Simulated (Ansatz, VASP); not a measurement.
SnO: VASP beside Ansatz

```
CELL_PARAMETERS angstrom
0.00000 2.77362 2.77362
2.77362 0.00000 2.77362
2.77362 2.77362 0.00000
ATOMIC_POSITIONS crystal
Sn 0.00000 0.00000 0.00000
O 0.25000 0.25000 0.25000
```

Change from the starting cell: volume scaled by 1.04, PAW files.

Alike in both runs: task electric field gradients; functional PBE; k mesh 12 × 12 × 12; occupations fermi-dirac, width 0.08 eV; no spin polarisation.

|  | VASP | Ansatz |
| --- | --- | --- |
| version | VASP 6.6.1 | Ansatz 0.2.0 |
| potentials or method | VASP PAW PBE potentials, release 64 (Sn_d, O) | PAW with Ansatz's default frozen-core files, scalar-relativistic |
| plane-wave cutoff (eV) | 520 | 420 |
| valence electrons in the cell | 20 | 20 |

```csv
,VASP,Ansatz,Ansatz less VASP
pressure (GPa),-2.1,-2.1,0.00
```
